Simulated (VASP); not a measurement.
Write the native input for VASP 6.6.1 that does the following.

| Property | Result |
| --- | --- |
| Task | single point |
| Functional | PBE |
| Potentials or basis | VASP PAW PBE potentials, release 64 (W_sv, N) |
| Cutoff | 600 eV |
| k mesh | 15 × 15 × 2 |
| Occupations | gaussian, width 0.1 eV |
| Spin | no spin polarisation |
| Dipole correction | no |
| Further INCAR settings | ALGO = Normal; EDIFF = 1e-06; NBANDS = 60 |

The structure of W2N lies in POSCAR:

```
W2N
1.0
    2.8311628334      0.0000000000      0.0000000000
   -1.4155814167      2.4518589360      0.0000000000
    0.0000000000      0.0000000000     17.6246996803
W N
6 3
Direct
    0.0000000000      0.0000000000      0.0757485466
    0.0000000000      0.0000000000      0.9242514534
    0.3333333333      0.6666666667      0.2618071378
    0.6666666667      0.3333333333      0.7381928622
    0.3333333333      0.6666666667      0.4173907852
    0.6666666667      0.3333333333      0.5826092148
    0.0000000000      0.0000000000      0.5000000000
    0.3333333333      0.6666666667      0.1502610850
    0.6666666667      0.3333333333      0.8497389150
```

One way to write it, as run:

INCAR

```
SYSTEM = W2N
  PREC = Accurate
  ENCUT = 600
  EDIFF = 1E-6
  ISMEAR = 0
  SIGMA = 0.1
  LREAL = .FALSE.
  LASPH = .TRUE.
  NELM = 120
  ALGO = Normal
  ISIF = 2
  LWAVE = .FALSE.
  LCHARG = .TRUE.
  GGA = PE
  LELF = .TRUE.
  LVHAR = .TRUE.
  NBANDS = 60
  GGA_COMPAT = .FALSE.
```

KPOINTS

```
regular mesh
0
G
  15 15 2
  0 0 0
```

Potentials or basis: VASP PAW PBE potentials, release 64 (W_sv, N).

Run with:

```bash
$ cat potpaw_PBE.64/W_sv/POTCAR potpaw_PBE.64/N/POTCAR > POTCAR
$ mpirun -np 1 vasp_std > vasp.out
```

It gave:

* Pressure: 0.9 GPa
* Largest force: 0.079 eV/Å
* Band gap on the k mesh: zero (an odd number of electrons rules out a gap without spin polarisation)

Caveat: spin-orbit coupling is left out, which moves the levels of the heavy elements.

Run time: 15 min on 1 thread of Oxide Virtual Turin-like Processor, with other jobs on the host, peak memory 0.47 GiB.
